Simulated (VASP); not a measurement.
# WSe2 in VASP: further runs, part 2 of 2

VASP 6.6.1. The steps go on from the part before.

**3. Relaxation of the atoms, PBE+D3(BJ)**

This run uses another cell than the first one.

INCAR

```
PREC = Accurate ; ENCUT = 520
EDIFF = 1E-7 ; ISMEAR = 0
SIGMA = 0.05 ; LREAL = Auto
LASPH = True ; NELM = 80
ALGO = Normal ; ISIF = 2
LWAVE = False ; LCHARG = False
LDIPOL = True ; IDIPOL = 3
DIPOL = 0.5 0.5 0.500 ; GGA = PE
IVDW = 12 ; IBRION = 2
NSW = 90 ; EDIFFG = -0.03
LUSENCCL = False
```

KPOINTS

```
Automatic mesh
0
Gamma
  3 3 1
```

POSCAR

```
WSe2
1.0
    6.5580551140      0.0000000000      0.0000000000
   -3.2790275570      5.6794423281      0.0000000000
    0.0000000000      0.0000000000     25.7630503424
Se W
16 8
Selective dynamics
Direct
    0.1666666667      0.3333333333      0.3105222361  F F F
    0.1666666667      0.8333333333      0.3105222361  F F F
    0.6666666667      0.3333333333      0.3105222361  F F F
    0.6666666667      0.8333333333      0.3105222361  F F F
    0.1666666667      0.3333333333      0.4412810045  F F F
    0.1666666667      0.8333333333      0.4412810045  F F F
    0.6666666667      0.3333333333      0.4412810045  F F F
    0.6666666667      0.8333333333      0.4412810045  F F F
    0.3333333333      0.1666666667      0.5587189955  T T T
    0.3333333333      0.6666666667      0.5587189955  T T T
    0.8333333333      0.1666666667      0.5587189955  T T T
    0.8333333333      0.6666666667      0.5587189955  T T T
    0.3333333333      0.1666666667      0.6894777639  T T T
    0.3333333333      0.6666666667      0.6894777639  T T T
    0.8333333333      0.1666666667      0.6894777639  T T T
    0.8333333333      0.6666666667      0.6894777639  T T T
    0.3333333333      0.1666666667      0.3759016203  F F F
    0.3333333333      0.6666666667      0.3759016203  F F F
    0.8333333333      0.1666666667      0.3759016203  F F F
    0.8333333333      0.6666666667      0.3759016203  F F F
    0.1666666667      0.3333333333      0.6240983797  T T T
    0.1666666667      0.8333333333      0.6240983797  T T T
    0.6666666667      0.3333333333      0.6240983797  T T T
    0.6666666667      0.8333333333      0.6240983797  T T T
```

Potentials or basis: VASP PAW PBE potentials, release 64 (Se, W_sv).

Started as:

```sh
$ cat potpaw_PBE.64/Se/POTCAR potpaw_PBE.64/W_sv/POTCAR > POTCAR
$ mpirun -np 1 vasp_std > vasp.out
```

OUTCAR:

```text
PREC = Accurate
   ENCUT = 520
   EDIFF = 1E-7
   ISMEAR = 0
   LREAL = Auto
   LASPH = True
   NELM = 80
   ISIF = 2
   GGA = PE
   IVDW = 12
   IBRION = 2
   NSW = 90
   EDIFFG = -0.03
 IVDW          = 12

 ion  position               nearest neighbor table
   1  0.167  0.333  0.311-  17 2.53  18 2.53  19 2.53
   2  0.167  0.833  0.311-  18 2.53  17 2.53  20 2.53
   3  0.667  0.333  0.311-  19 2.53  20 2.53  17 2.53
   4  0.667  0.833  0.311-  20 2.53  19 2.53  18 2.53
   5  0.167  0.333  0.441-  17 2.53  18 2.53  19 2.53
   6  0.167  0.833  0.441-  18 2.53  17 2.53  20 2.53
[... 8 lines left out ...]
  15  0.833  0.167  0.689-  23 2.53  24 2.53  21 2.53
  16  0.833  0.667  0.689-  24 2.53  23 2.53  22 2.53
  17  0.333  0.167  0.376-   1 2.53   5 2.53   2 2.53   6 2.53   3 2.53   7 2.53  18 3.28  20 3.28
[... 22 lines left out ...]
 A1 = (   6.5580551140,   0.0000000000,   0.0000000000)
 A2 = (  -3.2790275570,   5.6794423281,   0.0000000000)
 A3 = (   0.0000000000,   0.0000000000,  25.7630503424)

Analysis of symmetry for initial positions (statically):
=====================================================================
 Subroutine PRICEL returns following result:

  LATTYP: Found a hexagonal cell.
 ALAT       =     3.2790275570
 C/A-ratio  =     7.8569179107
[... 12 lines left out ...]
 Subroutine GETGRP returns: Found 12 space group operations
 (whereof 12 operations were pure point group operations)
 out of a pool of 24 trial point group operations.

The static configuration has the point symmetry D_3d.

Analysis of symmetry for dynamics (positions and initial velocities):
=====================================================================
 Subroutine PRICEL returns following result:

  LATTYP: Found a hexagonal cell.
 ALAT       =     3.2790275570
 C/A-ratio  =     7.8569179107
[... 12 lines left out ...]
 Subroutine GETGRP returns: Found 12 space group operations
 (whereof 12 operations were pure point group operations)
 out of a pool of 24 trial point group operations.

The dynamic configuration has the point symmetry D_3d.

Analysis of constrained symmetry for selective dynamics:
=====================================================================
 Subroutine PRICEL returns following result:

  LATTYP: Found a hexagonal cell.
 ALAT       =     3.2790275570
 C/A-ratio  =     7.8569179107
[... 12 lines left out ...]
 Subroutine GETGRP returns: Found  6 space group operations
 (whereof  6 operations were pure point group operations)
 out of a pool of 24 trial point group operations.

The constrained configuration has the point symmetry C_3v.

 Subroutine INISYM returns: Found  6 space group operations
 (whereof  6 operations are pure point group operations),
 and found     4 'primitive' translations

----------------------------------------------------------------------------------------

                                     Primitive cell

  volume of cell :     239.8933

[... 130 lines left out ...]
 E8    (eV) :    -4.4705

  FORCE on cell =-STRESS in cart. coord.  units (eV):
  Direction    XX          YY          ZZ          XY          YZ          ZX
  --------------------------------------------------------------------------------------
  -------------------------------------------------------------------------------------
  Total       1.74393     1.74393     1.97593     0.00000     0.00000    -0.00000
  in kB       2.91181     2.91181     3.29917     0.00000     0.00000    -0.00000
  external pressure =        3.04 kB  Pullay stress =        0.00 kB

 VOLUME and BASIS-vectors are now :
 -----------------------------------------------------------------------------
  energy-cutoff  :      520.00
  volume of cell :      959.57
      direct lattice vectors                 reciprocal lattice vectors
     6.558055114  0.000000000  0.000000000     0.152484232  0.088036813 -0.000000000
    -3.279027557  5.679442328  0.000000000     0.000000000  0.176073625  0.000000000
     0.000000000  0.000000000 25.763050342     0.000000000 -0.000000000  0.038815280

 POSITION                                       TOTAL-FORCE (eV/Angst)
 -----------------------------------------------------------------------------------
      0.00000      1.89315      8.00000        -0.000000     -0.000000     -0.082405
     -1.63951      4.73287      8.00000         0.000000      0.000000     -0.082405
      3.27903      1.89315      8.00000         0.000000     -0.000000     -0.082405
      1.63951      4.73287      8.00000         0.000000      0.000000     -0.082405
      0.00000      1.89315     11.36874        -0.000000      0.000000      0.079563
     -1.63951      4.73287     11.36874         0.000000     -0.000000      0.079563
[... 16 lines left out ...]
      3.27903      1.89315     16.07868        -0.000000     -0.000000     -0.006476
      1.63951      4.73287     16.07868        -0.000000     -0.000000     -0.006476
 -----------------------------------------------------------------------------------
    total drift:                                0.000000     -0.000000     -0.000005

  FREE ENERGIE OF THE ION-ELECTRON SYSTEM (eV)
  ---------------------------------------------------
  free  energy   TOTEN  =      -182.2987671206 eV

  energy  without entropy=     -182.2987671206  energy(sigma->0) =     -182.29876712

 dipolmoment           0.000000      0.000000     -0.000000 electrons x Angstroem

--------------------------------------- Ionic step        2  -------------------------------------------

 number of electron     208.0000025 magnetization

 dipolmoment           0.000000      0.000000      0.000289 electrons x Angstroem

 Free energy of the ion-electron system (eV)
  ---------------------------------------------------
  ext. energy  EPLUGINS =         0.00000000
  ---------------------------------------------------
  free energy    TOTEN  =      -172.58164239 eV

  energy without entropy =     -172.58164239  energy(sigma->0) =     -172.58164239

 E-fermi :   1.1304     XC(G=0):  -5.8363

 val. band max:        0.6714173157   @ k =   0.0000   0.0000   0.0000
 cond. band min:       1.9472090771   @ k =   0.3333   0.3333   0.0000
 fundamental gap:      1.2757917614
 Fermi energy:         1.1303907072

 k-point     1 :       0.0000    0.0000    0.0000
  band No.  band energies     occupation
      1     -73.4943      2.00000
      2     -73.4941      2.00000
      3     -73.4836      2.00000
      4     -73.4836      2.00000
      5     -73.4836      2.00000
      6     -73.4834      2.00000
[... 346 lines left out ...]
    115       2.9358      0.00000
    116       2.9358      0.00000
 [bands above 116 left out]

------------------------ aborting loop because EDIFF is reached ----------------------------------------

 vacuum level on the upper side and lower side of the slab       (xc-potential included)        -0.002        -0.004

 Edisp (eV)   -9.71844

 E8    (eV) :    -4.4697

  FORCE on cell =-STRESS in cart. coord.  units (eV):
  Direction    XX          YY          ZZ          XY          YZ          ZX
  --------------------------------------------------------------------------------------
  -------------------------------------------------------------------------------------
  Total       1.39194     1.39194     1.04985     0.00000     0.00000     0.00000
  in kB       2.32409     2.32409     1.75291     0.00000     0.00000     0.00000
  external pressure =        2.13 kB  Pullay stress =        0.00 kB

 VOLUME and BASIS-vectors are now :
 -----------------------------------------------------------------------------
  energy-cutoff  :      520.00
  volume of cell :      959.57
      direct lattice vectors                 reciprocal lattice vectors
     6.558055114  0.000000000  0.000000000     0.152484232  0.088036813 -0.000000000
    -3.279027557  5.679442328  0.000000000     0.000000000  0.176073625  0.000000000
     0.000000000  0.000000000 25.763050342     0.000000000 -0.000000000  0.038815280

 POSITION                                       TOTAL-FORCE (eV/Angst)
 -----------------------------------------------------------------------------------
      0.00000      1.89315      8.00000        -0.000000     -0.000000     -0.081687
     -1.63951      4.73287      8.00000        -0.000000      0.000000     -0.081687
      3.27903      1.89315      8.00000        -0.000000     -0.000000     -0.081687
      1.63951      4.73287      8.00000        -0.000000      0.000000     -0.081687
      0.00000      1.89315     11.36874        -0.000000      0.000000      0.078590
     -1.63951      4.73287     11.36874        -0.000000      0.000000      0.078590
[... 16 lines left out ...]
      3.27903      1.89315     16.07837         0.000000      0.000000      0.006028
      1.63951      4.73287     16.07837        -0.000000     -0.000000      0.006028
 -----------------------------------------------------------------------------------
    total drift:                               -0.000000     -0.000000     -0.016967

  FREE ENERGIE OF THE ION-ELECTRON SYSTEM (eV)
  ---------------------------------------------------
  free  energy   TOTEN  =      -182.3000873170 eV

  energy  without entropy=     -182.3000873170  energy(sigma->0) =     -182.30008732

 reached required accuracy - stopping structural energy minimisation

 vacuum level on the upper side and lower side of the slab         5.584         5.586
```

Run time: 3.5 min. Hardware: 1 × NVIDIA H100 80GB with 1 thread of AMD EPYC 7R13 (Zen 3), shared host; peak memory 1.8 GiB.

What came out:

```yaml
Free_energy: -182.3001 eV
Energy_gained_by_relaxing: 0.1 meV/atom
Ionic_steps: 2
Band_gap_on_the_k_mesh: 1.28 eV
Dispersion_energy_per_atom: -0.405 eV
```

Step by step:
| step | energy change (eV) | largest force on free atoms (eV/Å) | pressure (GPa) |
| --- | --- | --- | --- |
| 1 | 0.0000 | 0.0824 | 0.30 |
| 2 | -0.0013 | 0.0104 | 0.21 |

Final structure:
```
CELL_PARAMETERS angstrom
6.55806 0.00000 0.00000
-3.27903 5.67944 0.00000
0.00000 0.00000 25.76305
ATOMIC_POSITIONS crystal
Se 0.16667 0.33333 0.31052
Se 0.16667 0.83333 0.31052
Se 0.66667 0.33333 0.31052
Se 0.66667 0.83333 0.31052
Se 0.16667 0.33333 0.44128
Se 0.16667 0.83333 0.44128
Se 0.66667 0.33333 0.44128
Se 0.66667 0.83333 0.44128
Se 0.33333 0.16667 0.55857
Se 0.33333 0.66667 0.55857
Se 0.83333 0.16667 0.55857
Se 0.83333 0.66667 0.55857
Se 0.33333 0.16667 0.68963
Se 0.33333 0.66667 0.68963
Se 0.83333 0.16667 0.68963
Se 0.83333 0.66667 0.68963
W 0.33333 0.16667 0.37590
W 0.33333 0.66667 0.37590
W 0.83333 0.16667 0.37590
W 0.83333 0.66667 0.37590
W 0.16667 0.33333 0.62409
W 0.16667 0.83333 0.62409
W 0.66667 0.33333 0.62409
W 0.66667 0.83333 0.62409
```

Caveat: spin-orbit coupling is left out, which moves the levels of the heavy elements.
